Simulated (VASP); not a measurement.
# Be (C2/m) in VASP: a series of runs, part 2 of 2

VASP 6.6.1. Earlier steps stand in the parts before.

### Step 5. Single point, PBEsol (equal xy, yz and zx shear strains of +1 %)

File INCAR:

```
PREC = Accurate ; ENCUT = 520
EDIFF = 1E-6 ; ISMEAR = -1
SIGMA = 0.05 ; LREAL = False
LASPH = True ; NELM = 60
ALGO = Normal ; ISIF = 2
LWAVE = False ; LCHARG = False
GGA = PS ; NBANDS = 12
```

File KPOINTS:

```
regular mesh
0
Gamma
  9 9 14
```

File POSCAR:

```
Be
1.0
    3.7468140000      0.0187340700      0.0187340700
    0.0187340700      3.7468140000      0.0187340700
    0.0114064000      0.0114064000      2.2812800000
Be
4
Direct
    0.2974080000      0.2974080000      0.0000000000
    0.7025920000      0.7025920000      0.0000000000
    0.2025920000      0.7974080000      0.5000000000
    0.7974080000      0.2025920000      0.5000000000
```

Potentials or basis: VASP PAW PBE potentials, release 64 (Be).

Run with:

```bash
$ cat potpaw_PBE.64/Be/POTCAR > POTCAR
$ mpirun -np 1 vasp_std > vasp.out
```

OUTCAR:

```text
PREC = Accurate
   ENCUT = 520
   EDIFF = 1E-6
   ISMEAR = -1
   LREAL = False
   LASPH = True
   NELM = 60
   ISIF = 2
   GGA = PS

 ion  position               nearest neighbor table
   1  0.297  0.297  0.000-   2 2.16   3 2.21   4 2.21   3 2.21   4 2.21   3 2.23   4 2.23   3 2.24
                             4 2.24
   2  0.703  0.703  0.000-   1 2.16   4 2.21   3 2.21   3 2.21   4 2.21   4 2.23   3 2.23   3 2.24
                             4 2.24
   3  0.203  0.797  0.500-   4 2.14   2 2.21   1 2.21   1 2.21   2 2.21   1 2.23   2 2.23   1 2.24
                             2 2.24
   4  0.797  0.203  0.500-   3 2.14   2 2.21   1 2.21   2 2.21   1 2.21   2 2.23   1 2.23   1 2.24
                             2 2.24

  LATTYP: Found a base centered monoclinic cell.
 ALAT       =     5.3254209596
 B/A-ratio  =     0.9900252466
 C/A-ratio  =     0.4283862344
 COS(beta)  =    -0.0141062544

  Lattice vectors:

 A1 = (  -3.7468140000,  -0.0187340700,  -0.0187340700)
 A2 = (  -0.0187340700,  -3.7468140000,  -0.0187340700)
 A3 = (   0.0114064000,   0.0114064000,   2.2812800000)

Analysis of symmetry for initial positions (statically):
=====================================================================
 Subroutine PRICEL returns:
 Original cell was already a primitive cell.

 Routine SETGRP: Setting up the symmetry group for a
 base centered monoclinic supercell.

 Subroutine GETGRP returns: Found  4 space group operations
 (whereof  4 operations were pure point group operations)
 out of a pool of  4 trial point group operations.

The static configuration has the point symmetry C_2h.

Analysis of symmetry for dynamics (positions and initial velocities):
=====================================================================
 Subroutine PRICEL returns:
 Original cell was already a primitive cell.

 Routine SETGRP: Setting up the symmetry group for a
 base centered monoclinic supercell.

 Subroutine GETGRP returns: Found  4 space group operations
 (whereof  4 operations were pure point group operations)
 out of a pool of  4 trial point group operations.

The dynamic configuration has the point symmetry C_2h.

[... 128 lines left out ...]
   LHFCALC =     F    Hartree Fock is set to
   AEXX    =    0.0000 exact exchange contribution
   IVDW    =     0    specifies the selected vdW correction
   LEPSILON=     F    determine dielectric tensor
   LRPA    =     F    only Hartree local field effects (RPA)
 non-spin polarized calculation
  energy-cutoff  :      520.00
  volume of cell :       32.02
 maximum number of plane-waves:       877
   NGX = 13   NGY = 13   NGZ =  9

 number of electron       8.0000000 magnetization

 Free energy of the ion-electron system (eV)
  ---------------------------------------------------
  ext. energy  EPLUGINS =         0.00000000
  ---------------------------------------------------
  free energy    TOTEN  =       -15.77029552 eV

  energy without entropy =      -15.76573786  energy(sigma->0) =      -15.76801669

 E-fermi :   6.7748     XC(G=0): -10.5653

 val. band max:        6.7682499769   @ k =  -0.2222   0.0000   0.2857
 cond. band min:       6.7787353304   @ k =   0.1111   0.0000   0.2857
 fundamental gap:      0.0104853534
 Fermi energy:         6.7747908506

 k-point     1 :       0.0000    0.0000    0.0000
  band No.  band energies     occupation
      1      -4.3609      2.00000
      2       1.8119      2.00000
      3       2.3770      2.00000
      4       5.7757      2.00000
      5       5.7851      2.00000
      6      11.4567      0.00000
      7      11.7910      0.00000
      8      14.1649      0.00000
      9      15.9998      0.00000
     10      17.3473      0.00000
     11      22.8652      0.00000
     12      22.8721      0.00000
[... 331 lines left out ...]
 k-point    24 :       0.4444    0.4444    0.0000
  band No.  band energies     occupation
      1      -1.2592      2.00000
      2      -0.3283      2.00000
      3      -0.2917      2.00000
      4       0.4888      2.00000
      5      14.1884      0.00000
      6      14.9107      0.00000
      7      15.2034      0.00000
      8      17.0204      0.00000
      9      18.8474      0.00000
     10      19.5754      0.00000
     11      19.6166      0.00000
     12      20.4060      0.00000

 [... further k-points ...]
[... 5 lines left out ...]
  --------------------------------------------------------------------------------------
  -------------------------------------------------------------------------------------
  Total       -0.0623541     -0.0623541     -0.3074552     -0.2713394     -0.3364230     -0.3364230
  in kB       -3.1196455     -3.1196455    -15.3823259    -13.5754138    -16.8316162    -16.8316159
  external PRESSURE =      -7.2072057 kB  Pullay stress =       0.0000000 kB

 VOLUME and BASIS-vectors are now :
 -----------------------------------------------------------------------------
  energy-cutoff  :      520.00
  volume of cell :       32.02
      direct lattice vectors                 reciprocal lattice vectors
     3.746814000  0.018734070  0.018734070     0.266906698 -0.001327894 -0.001327894
     0.018734070  3.746814000  0.018734070    -0.001327894  0.266906698 -0.001327894
     0.011406400  0.011406400  2.281280000    -0.002180956 -0.002180956  0.438372209

 POSITION                                       TOTAL-FORCE (eV/Angst)
 -----------------------------------------------------------------------------------
      1.11990      1.11990      0.01114        -0.008786     -0.008786     -0.031297
      2.64564      2.64564      0.02632         0.008786      0.008786      0.031297
      0.77972      2.99724      1.15937        -0.003340      0.003340     -0.000000
      2.99724      0.77972      1.15937         0.003340     -0.003340     -0.000000
 -----------------------------------------------------------------------------------
    total drift:                                0.000000      0.000000     -0.000000

  FREE ENERGIE OF THE ION-ELECTRON SYSTEM (eV)
  ---------------------------------------------------
  free  energy   TOTEN  =       -15.7702955183 eV

  energy  without entropy=      -15.7657378588  energy(sigma->0) =      -15.76801669
```

Run time: 34 s. Hardware: 1 thread of Intel Xeon 6975P-C (Granite Rapids), shared host; peak memory 0.2 GiB.

Results:

```yaml
Free_energy: -15.7703 eV
Pressure: -0.7 GPa
Largest_force: 0.034 eV/Å
Band_gap_on_the_k_mesh: zero (bands 4 and 5 overlap by 2.00 eV)
```

Forces in eV/Å, atoms in the order of the input:
```
Be  -0.009 -0.009 -0.031
Be   0.009  0.009  0.031
Be  -0.003  0.003  0.000
Be   0.003 -0.003  0.000
```

Levels at points of the mesh, in eV from the Fermi level:
```tsv
k point	band 1	band 2	band 3	band 4	band 5	band 6	band 7	band 8
(0.00, 0.00, 0.00)	-11.14	-4.96	-4.40	-1.00	-0.99	4.68	5.02	7.39
(0.00, 0.00, 0.50)	-5.79	-5.79	1.01	1.01	1.79	1.87	2.58	2.65
```

Caveat: the cell differs from its parent crystal (equal xy, yz and zx shear strains of +1 %); the PAW data sets were made with another functional, which shifts forces and pressure a little.

### Step 6. Summary

```tsv
cell	gap on the mesh (eV)	pressure (GPa)	largest force (eV/Å)
a = 3.747, b = 3.747, c = 2.281 Å, angles 90.6°, 4 atoms	none	-0.7	0.04
a = 3.747, b = 3.747, c = 2.282 Å, angles 88.8°, 4 atoms	none	-0.6	0.06
a = 3.747, b = 3.747, c = 2.282 Å, angles 91.1°, 4 atoms	none	-0.6	0.08
a = 3.747, b = 3.747, c = 2.281 Å, angles 89.4°, 4 atoms	none	-0.7	0.03
```

Alike in all rows: task single point; level PBEsol; potentials or basis VASP PAW PBE potentials, release 64 (Be); no spin polarisation; k mesh 9 × 9 × 14; cutoff (eV) 520; smearing fermi-dirac 0.05 eV.

Caveats: the PAW data sets were made with another functional, which shifts forces and pressure a little.

Absolute energies hang on the potentials; compare differences alone.
